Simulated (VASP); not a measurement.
# Si (Pmmn) in VASP: notebook

The runs below take Si through single point, relaxation of cell and atoms, with PBE.

Program: VASP 6.6.1. These are calculated values, not measurements. Logs are shortened: lines on timing, memory, paths and dates and some standing lists are left out, and cuts for length are marked.

## (1) The cell of the first run

Symmetry: Pmmn, No. 59, orthorhombic system. The conventional cell has a = 2.515 Å, b = 4.303 Å, c = 2.424 Å, α = 90.00°, β = 90.00°, γ = 90.00°. Within 3.2 Å of Si (site symmetry mm2) lie 12 Si at 2.42 to 3.17 Å.

## (2) Single point, PBE

The input, INCAR:

```
SYSTEM = Si
  PREC = Accurate
  ENCUT = 500
  EDIFF = 1E-6
  ISMEAR = 0
  SIGMA = 0.1
  LREAL = .FALSE.
  LASPH = .TRUE.
  NELM = 120
  ALGO = Normal
  ISIF = 2
  LWAVE = .FALSE.
  LCHARG = .FALSE.
  GGA = PE
  NBANDS = 11
  GGA_COMPAT = .FALSE.
```

The input, KPOINTS:

```
Automatic mesh
0
G
  6 4 8
  0 0 0
```

The input, POSCAR:

```
Si
1.0
    2.5147018300      0.0000000000      0.0000000000
    0.0000000000      4.3032696700      0.0000000000
    0.0000000000      0.0000000000      2.4244643200
Si
2
Direct
    0.5000000000      0.5000000000      0.0969237300
    0.0000000000      0.0000000000      0.9030762700
```

Potentials or basis: VASP PAW PBE potentials, release 64 (Si).

The run is started by

```
$ cat potpaw_PBE.64/Si/POTCAR > POTCAR
$ mpirun -np 1 vasp_std > vasp.out
```

OUTCAR:

```text
SYSTEM = Si
   PREC = Accurate
   ENCUT = 500
   EDIFF = 1E-6
   ISMEAR = 0
   LREAL = .FALSE.
   LASPH = .TRUE.
   NELM = 120
   ISIF = 2
   GGA = PE

 ion  position               nearest neighbor table
   1  0.500  0.500  0.097-   2 2.54   2 2.54   2 2.54   2 2.54
   2  0.000  0.000  0.903-   1 2.54   1 2.54   1 2.54   1 2.54

  LATTYP: Found a simple orthorhombic cell.
 ALAT       =     2.4244643200
 B/A-ratio  =     1.0372195661
 C/A-ratio  =     1.7749362754

  Lattice vectors:

 A1 = (   0.0000000000,   0.0000000000,   2.4244643200)
 A2 = (   2.5147018300,   0.0000000000,   0.0000000000)
 A3 = (   0.0000000000,   4.3032696700,   0.0000000000)

Analysis of symmetry for initial positions (statically):
=====================================================================
 Subroutine PRICEL returns:
 Original cell was already a primitive cell.

 Routine SETGRP: Setting up the symmetry group for a
 simple orthorhombic supercell.

 Subroutine GETGRP returns: Found  8 space group operations
 (whereof  4 operations were pure point group operations)
 out of a pool of  8 trial point group operations.

The static configuration has the point symmetry C_2v.
 The point group associated with its full space group is D_2h.

Analysis of symmetry for dynamics (positions and initial velocities):
=====================================================================
 Subroutine PRICEL returns:
 Original cell was already a primitive cell.

 Routine SETGRP: Setting up the symmetry group for a
 simple orthorhombic supercell.

 Subroutine GETGRP returns: Found  8 space group operations
 (whereof  4 operations were pure point group operations)
 out of a pool of  8 trial point group operations.

The dynamic configuration has the point symmetry C_2v.
 The point group associated with its full space group is D_2h.

 Subroutine INISYM returns: Found  8 space group operations
 (whereof  4 operations are pure point group operations),
 and found     1 'primitive' translations

----------------------------------------------------------------------------------------

                                     Primitive cell

  volume of cell :      26.2362

  direct lattice vectors                    reciprocal lattice vectors
     2.514701830  0.000000000  0.000000000     0.397661460  0.000000000  0.000000000
     0.000000000  4.303269670  0.000000000     0.000000000  0.232381439  0.000000000
     0.000000000  0.000000000  2.424464320     0.000000000  0.000000000  0.412462247

  length of vectors
[... 84 lines left out ...]
   EDIFFG = 0.1E-04   stopping-criterion for IOM
   NSW    =      0    number of steps for IOM
   IBRION =     -1    ionic relax: 0-MD 1-quasi-New 2-CG
   NFREE  =      0    steps in history (QN), initial steepest desc. (CG)
   ISIF   =      2    stress and relaxation
   ISYM   =      2    0-nonsym 1-usesym 2-fastsym
   POTIM  = 0.5000    time-step for ionic-motion
   TEBEG  =    0.0;   TEEND  =   0.0 temperature during run
   PSTRESS=    0.0 pullay stress
   NELECT =       8.0000    total number of electrons
   NUPDOWN=      -1.0000    fix difference up-down
   EMIN   =  10.00;   EMAX   =-10.00  energy-range for DOS
   EFERMI =   0.00;   METHOD = LEGACY
   ISMEAR =     0;   SIGMA  =   0.10  broadening in eV -4-tet -1-fermi 0-gaus
   EFERMI_NEDOS =   21; number of points for ismear=-14 and -15
   IALGO  =     38    algorithm
   IMIX   =      4    mixing-type and parameters
     AMIX     =   0.40;   BMIX     =  1.00
     AMIX_MAG =   1.60;   BMIX_MAG =  1.00
  volume/ion in A,a.u.               =      13.12        88.53
  Fermi-wavevector in a.u.,A,eV,Ry     =   1.101889  2.082268 16.519643  1.214160
  Thomas-Fermi vector in A             =   2.238323
   LORBIT       =      0    0 simple, 1 ext, 2 COOP (PROOUT), +10 PAW based schemes
   GGA     = PE    functional components
   LHFCALC =     F    Hartree Fock is set to
   AEXX    =    0.0000 exact exchange contribution
   IVDW    =     0    specifies the selected vdW correction
   LEPSILON=     F    determine dielectric tensor
   LRPA    =     F    only Hartree local field effects (RPA)
 non-spin polarized calculation
 Gauss-broadening in eV      SIGMA  =   0.10
  energy-cutoff  :      500.00
  volume of cell :       26.24
 maximum number of plane-waves:       686
   NGX =  9   NGY = 15   NGZ =  9

 number of electron       7.9999999 magnetization

 Free energy of the ion-electron system (eV)
  ---------------------------------------------------
  ext. energy  EPLUGINS =         0.00000000
  ---------------------------------------------------
  free energy    TOTEN  =        -9.93929545 eV

  energy without entropy =       -9.93382515  energy(sigma->0) =       -9.93656030

 E-fermi :  11.5049     XC(G=0): -11.5423

 val. band max:       11.4984732159   @ k =   0.3333   0.0000   0.2500
 cond. band min:      11.5223263118   @ k =   0.3333   0.2500   0.2500
 fundamental gap:      0.0238530958
 Fermi energy:        11.5049483763

 k-point     1 :       0.0000    0.0000    0.0000
  band No.  band energies     occupation
      1      -3.9502      2.00000
      2       3.6415      2.00000
      3       3.8281      2.00000
      4      17.1344      0.00000
      5      17.6257      0.00000
      6      18.5921      0.00000
      7      19.9112      0.00000
      8      23.2664      0.00000
      9      23.3415      0.00000
     10      23.6148      0.00000
     11      24.2756      0.00000
[... 309 lines left out ...]
 k-point    24 :       0.5000    0.5000    0.1250
  band No.  band energies     occupation
      1       3.8281      2.00000
      2       3.8281      2.00000
      3       4.0864      2.00000
      4       4.0864      2.00000
      5      17.6962      0.00000
      6      17.6962      0.00000
      7      18.0142      0.00000
      8      18.0142      0.00000
      9      22.4885      0.00000
     10      22.4886      0.00000
     11      22.7253      0.00000

 [... further k-points ...]
[... 5 lines left out ...]
  --------------------------------------------------------------------------------------
  -------------------------------------------------------------------------------------
  Total        1.5401580      3.5855222      3.4359081      0.0000000      0.0000000      0.0000000
  in kB       94.0535065    218.9586662    209.8221143      0.0000000      0.0000000      0.0000000
  external PRESSURE =     174.2780957 kB  Pullay stress =       0.0000000 kB

 VOLUME and BASIS-vectors are now :
 -----------------------------------------------------------------------------
  energy-cutoff  :      500.00
  volume of cell :       26.24
      direct lattice vectors                 reciprocal lattice vectors
     2.514701830  0.000000000  0.000000000     0.397661460  0.000000000  0.000000000
     0.000000000  4.303269670  0.000000000     0.000000000  0.232381439  0.000000000
     0.000000000  0.000000000  2.424464320     0.000000000  0.000000000  0.412462247

 POSITION                                       TOTAL-FORCE (eV/Angst)
 -----------------------------------------------------------------------------------
      1.25735      2.15163      0.23499         0.000000      0.000000     -0.363791
      0.00000      0.00000      2.18948         0.000000      0.000000      0.363791
 -----------------------------------------------------------------------------------
    total drift:                               -0.000000     -0.000000     -0.000000

  FREE ENERGIE OF THE ION-ELECTRON SYSTEM (eV)
  ---------------------------------------------------
  free  energy   TOTEN  =        -9.9392954502 eV

  energy  without entropy=       -9.9338251469  energy(sigma->0) =       -9.93656030
```

OSZICAR:

```text
N       E                     dE             d eps       ncg     rms          rms(c)
DAV:   1     0.438828773438E+01    0.43883E+01   -0.33929E+03  1320   0.577E+02
DAV:   2    -0.957334123639E+01   -0.13962E+02   -0.13349E+02  1698   0.835E+01
DAV:   3    -0.996779858029E+01   -0.39446E+00   -0.38849E+00  1716   0.106E+01
DAV:   4    -0.996926591919E+01   -0.14673E-02   -0.14670E-02  1619   0.785E-01
DAV:   5    -0.996927176785E+01   -0.58487E-05   -0.58481E-05  1670   0.436E-02    0.505E+00
DAV:   6    -0.995090919692E+01    0.18363E-01   -0.36643E-03  1560   0.314E-01    0.289E+00
DAV:   7    -0.993934945926E+01    0.11560E-01   -0.78294E-03  1494   0.471E-01    0.199E-01
DAV:   8    -0.993929770519E+01    0.51754E-04   -0.16766E-04  1708   0.888E-02    0.441E-02
DAV:   9    -0.993929613006E+01    0.15751E-05   -0.47556E-06  1602   0.137E-02    0.662E-03
DAV:  10    -0.993929545018E+01    0.67988E-06   -0.32595E-07   923   0.317E-03
   1 F= -.99392955E+01 E0= -.99365603E+01  d E =-.547030E-02
```

stdout:

```text
POSCAR found type information on POSCAR Si
 POSCAR found :  1 types and       2 ions
 scaLAPACK will be used
 LDA part: xc-table for (Slater+PW92), standard interpolation
 POSCAR, INCAR and KPOINTS ok, starting setup
 FFT: planning ... GRIDC
 FFT: planning ... GRID_SOFT
 FFT: planning ... GRID
 WAVECAR not read
 entering main loop
```

It took 12 s on 1 thread of AMD EPYC 7R43 (Zen 3), shared host; peak memory 0.1 GiB.

Results:

- Free energy: -9.9393 eV
- Pressure: 17.4 GPa
- Largest force: 0.364 eV/Å
- Band gap on the k mesh: zero (bands 4 and 5 overlap by 8.30 eV)

Forces in eV/Å, atoms in the order of the input:
```
Si   0.000  0.000 -0.364
Si   0.000  0.000  0.364
```

Stress tensor (GPa, compression positive):
```
 9.41  0.00  0.00
 0.00 21.90  0.00
 0.00  0.00 20.98
```

Caveat: the k points lie up to 0.42 Å⁻¹ apart, too coarse for converged energies and pressures of a metal.

## (3) Relaxation of cell and atoms, PBE

The input, INCAR:

```
SYSTEM = Si
PREC = Accurate ; ENCUT = 500
EDIFF = 1E-7 ; ISMEAR = 0
SIGMA = 0.1 ; LREAL = .False.
LASPH = .True. ; NELM = 120
ALGO = Normal ; ISIF = 3
LWAVE = .False. ; LCHARG = .False.
GGA = PE ; IBRION = 2
NSW = 90 ; EDIFFG = -0.04
GGA_COMPAT = .False. ; NELMIN = 4
```

The input, KPOINTS:

```
Automatic mesh
0
Gamma
  6 4 8
  0 0 0
```

POSCAR is that of step 2.

Potentials or basis: VASP PAW PBE potentials, release 64 (Si).

The run is started by

```
$ cat potpaw_PBE.64/Si/POTCAR > POTCAR
$ mpirun -np 1 vasp_std > vasp.out
```

OUTCAR:

```text
SYSTEM = Si
   PREC = Accurate
   ENCUT = 500
   EDIFF = 1E-7
   ISMEAR = 0
   LREAL = .False.
   LASPH = .True.
   NELM = 120
   ISIF = 3
   GGA = PE
   IBRION = 2
   NSW = 90
   EDIFFG = -0.04
   NELMIN = 4

 ion  position               nearest neighbor table
   1  0.500  0.500  0.097-   2 2.54   2 2.54   2 2.54   2 2.54
   2  0.000  0.000  0.903-   1 2.54   1 2.54   1 2.54   1 2.54

  LATTYP: Found a simple orthorhombic cell.
 ALAT       =     2.4244643200
 B/A-ratio  =     1.0372195661
 C/A-ratio  =     1.7749362754

  Lattice vectors:

 A1 = (   0.0000000000,   0.0000000000,   2.4244643200)
 A2 = (   2.5147018300,   0.0000000000,   0.0000000000)
 A3 = (   0.0000000000,   4.3032696700,   0.0000000000)

Analysis of symmetry for initial positions (statically):
=====================================================================
 Subroutine PRICEL returns:
 Original cell was already a primitive cell.

 Routine SETGRP: Setting up the symmetry group for a
 simple orthorhombic supercell.

 Subroutine GETGRP returns: Found  8 space group operations
 (whereof  4 operations were pure point group operations)
 out of a pool of  8 trial point group operations.

The static configuration has the point symmetry C_2v.
 The point group associated with its full space group is D_2h.

Analysis of symmetry for dynamics (positions and initial velocities):
=====================================================================
 Subroutine PRICEL returns:
 Original cell was already a primitive cell.

 Routine SETGRP: Setting up the symmetry group for a
 simple orthorhombic supercell.

 Subroutine GETGRP returns: Found  8 space group operations
 (whereof  4 operations were pure point group operations)
 out of a pool of  8 trial point group operations.

The dynamic configuration has the point symmetry C_2v.
 The point group associated with its full space group is D_2h.

 Subroutine INISYM returns: Found  8 space group operations
 (whereof  4 operations are pure point group operations),
 and found     1 'primitive' translations

[... 115 lines left out ...]
  volume/ion in A,a.u.               =      13.12        88.53
  Fermi-wavevector in a.u.,A,eV,Ry     =   1.101889  2.082268 16.519643  1.214160
  Thomas-Fermi vector in A             =   2.238323
   LORBIT       =      0    0 simple, 1 ext, 2 COOP (PROOUT), +10 PAW based schemes
   GGA     = PE    functional components
   LHFCALC =     F    Hartree Fock is set to
   AEXX    =    0.0000 exact exchange contribution
   IVDW    =     0    specifies the selected vdW correction
   LEPSILON=     F    determine dielectric tensor
   LRPA    =     F    only Hartree local field effects (RPA)
 conjugate gradient relaxation of ions
 non-spin polarized calculation
 Gauss-broadening in eV      SIGMA  =   0.10
  energy-cutoff  :      500.00
  volume of cell :       26.24
 maximum number of plane-waves:       686
   NGX =  9   NGY = 15   NGZ =  9

--------------------------------------- Ionic step        1  -------------------------------------------

 number of electron       7.9999999 magnetization

 Free energy of the ion-electron system (eV)
  ---------------------------------------------------
  ext. energy  EPLUGINS =         0.00000000
  ---------------------------------------------------
  free energy    TOTEN  =        -9.93929535 eV

  energy without entropy =       -9.93382497  energy(sigma->0) =       -9.93656016

 E-fermi :  11.5049     XC(G=0): -11.5423

 val. band max:       11.4984677063   @ k =   0.3333   0.0000   0.2500
 cond. band min:      11.5223197708   @ k =   0.3333   0.2500   0.2500
 fundamental gap:      0.0238520645
 Fermi energy:        11.5049417696

 k-point     1 :       0.0000    0.0000    0.0000
  band No.  band energies     occupation
      1      -3.9502      2.00000
      2       3.6415      2.00000
      3       3.8281      2.00000
      4      17.1344      0.00000
      5      17.6257      0.00000
      6      18.5921      0.00000
      7      19.9112      0.00000
      8      23.2892      0.00000
[... 354 lines left out ...]
  FREE ENERGIE OF THE ION-ELECTRON SYSTEM (eV)
  ---------------------------------------------------
  free  energy   TOTEN  =       -10.1453701554 eV

  energy  without entropy=      -10.1403824811  energy(sigma->0) =      -10.14287632

[... ionic steps 4 to 15 ...]

--------------------------------------- Ionic step       16  -------------------------------------------

 number of electron       8.0000001 magnetization

------------------------ aborting loop because EDIFF is reached ----------------------------------------
[... 67 lines left out ...]
--------------------------------------- Ionic step       18  -------------------------------------------

 number of electron       8.0000001 magnetization

 Free energy of the ion-electron system (eV)
  ---------------------------------------------------
  ext. energy  EPLUGINS =         0.00000000
  ---------------------------------------------------
  free energy    TOTEN  =       -10.25310714 eV

  energy without entropy =      -10.25030103  energy(sigma->0) =      -10.25170408

 E-fermi :   9.6224     XC(G=0): -10.9993

 val. band max:        9.3495381610   @ k =   0.0000   0.2500   0.3750
 cond. band min:       9.6296716876   @ k =   0.1667   0.5000   0.2500
 fundamental gap:      0.2801335265
 Fermi energy:         9.6224406364

 k-point     1 :       0.0000    0.0000    0.0000
  band No.  band energies     occupation
      1      -4.5334      2.00000
      2       1.5837      2.00000
      3       2.6434      2.00000
      4      15.7349      0.00000
      5      16.6450      0.00000
      6      16.7261      0.00000
      7      16.7505      0.00000
      8      19.4434      0.00000
[... 282 lines left out ...]
  FREE ENERGIE OF THE ION-ELECTRON SYSTEM (eV)
  ---------------------------------------------------
  free  energy   TOTEN  =       -10.2531071397 eV

  energy  without entropy=      -10.2503010297  energy(sigma->0) =      -10.25170408

 reached required accuracy - stopping structural energy minimisation
```

OSZICAR:

```text
N       E                     dE             d eps       ncg     rms          rms(c)
DAV:   1     0.572392570991E+01    0.57239E+01   -0.34943E+03   960   0.781E+02
DAV:   2    -0.980161767978E+01   -0.15526E+02   -0.14778E+02  1392   0.807E+01
[... 139 lines left out ...]
  17 F= -.10252912E+02 E0= -.10251482E+02  d E =-.500890E-03
       N       E                     dE             d eps       ncg     rms          rms(c)
DAV:   1    -0.102531364213E+02   -0.22420E-03   -0.38136E-03  1072   0.422E-01    0.341E-02
DAV:   2    -0.102531177426E+02    0.18679E-04   -0.79328E-05  1424   0.737E-02    0.186E-02
DAV:   3    -0.102531068854E+02    0.10857E-04   -0.25146E-05  1192   0.286E-02    0.198E-03
DAV:   4    -0.102531070573E+02   -0.17189E-06   -0.11916E-06  1160   0.859E-03    0.169E-03
DAV:   5    -0.102531071397E+02   -0.82418E-07   -0.23799E-08   648   0.114E-03
  18 F= -.10253107E+02 E0= -.10251704E+02  d E =-.194910E-03
```

It took 98 s on 1 thread of AMD EPYC 7R43 (Zen 3), shared host; peak memory 0.09 GiB.

What came out:

| Item | Value |
| --- | --- |
| Free energy | -10.2531 eV |
| Relaxed volume | 14.93 Å³/atom |
| Relaxed cell | a = 2.561 Å, b = 4.635 Å, c = 2.515 Å, α = 90.00°, β = 90.00°, γ = 90.00° |
| Space group after relaxing (to 0.1 Å) | Cmmm (No. 65) |
| Energy gained by relaxing | 156.9 meV/atom |
| Ionic steps | 18 |
| Pressure after relaxing | 0.0 GPa |
| Largest force after relaxing | 0.028 eV/Å |
| Band gap on the k mesh | zero (bands 4 and 5 overlap by 8.56 eV) |

Forces in eV/Å, atoms in the order of the input:
```
Si   0.000  0.000 -0.028
Si   0.000  0.000  0.028
```

Stress tensor (GPa, compression positive):
```
 0.16  0.00  0.00
 0.00  0.13  0.00
 0.00  0.00 -0.35
```

Step by step:
```
step  energy change (eV)  largest force (eV/Å)  pressure (GPa)  volume (Å³)
   1              0.0000                0.3638           17.43        26.24
   2             -0.1613                0.3436           -6.56        32.01
   3             -0.2061                0.3714           -1.10        29.96
   4             -0.2298                0.3520           -0.51        29.90
   5             -0.2301                0.3482           -0.39        29.89
   6             -0.2473                0.3312            0.39        29.75
   7             -0.2497                0.3190            0.86        29.67
   8             -0.2682                0.2820            0.23        29.78
   9             -0.2906                0.1734           -0.81        30.04
  10             -0.3057                0.1083           -0.39        29.92
  11             -0.3071                0.0852           -0.16        29.87
  12             -0.3115                0.0565            0.38        29.76
  13             -0.3116                0.0526            0.46        29.75
  14             -0.3131                0.0377            0.02        29.85
  15             -0.3131                0.0396            0.08        29.83
  16             -0.3136                0.0321           -0.16        29.88
  17             -0.3136                0.0322           -0.16        29.88
  18             -0.3138                0.0279           -0.02        29.85
```

Final structure:
```xyz
2
Lattice="2.5606 0.0000 0.0000 0.0000 4.6352 0.0000 0.0000 0.0000 2.5151" Properties=species:S:1:pos:R:3 pbc="T T T"
Si    1.2803    2.3176    0.0162
Si    0.0000    0.0000    2.4989
```

Levels at points of the mesh, in eV from the Fermi level:
```csv
k point,band 2,band 3,band 4,band 5,band 6,band 7
"(0.00, 0.00, 0.00)",-8.04,-6.98,6.11,7.02,7.10,7.13
"(0.50, 0.00, 0.00)",-8.72,-2.75,-2.75,-1.72,-1.72,11.57
"(0.00, 0.50, 0.00)",-12.48,0.40,0.40,7.53,7.53,7.76
"(0.50, 0.50, 0.00)",-7.37,-6.78,-6.78,4.74,4.74,6.23
"(0.00, 0.00, 0.50)",-7.28,-3.37,-2.76,-2.45,1.23,9.49
"(0.50, 0.00, 0.50)",-4.28,-2.45,-2.45,1.73,1.73,2.61
"(0.00, 0.50, 0.50)",-7.94,-5.74,-5.74,4.62,4.62,7.58
"(0.50, 0.50, 0.50)",-3.21,-2.00,-2.00,-1.93,-1.93,1.46
```

Caveat: the k points lie up to 0.41 Å⁻¹ apart in the final cell, too coarse for converged energies and pressures of a metal.

The gap in the log of VASP goes by the Fermi energy; the results here count the filled bands.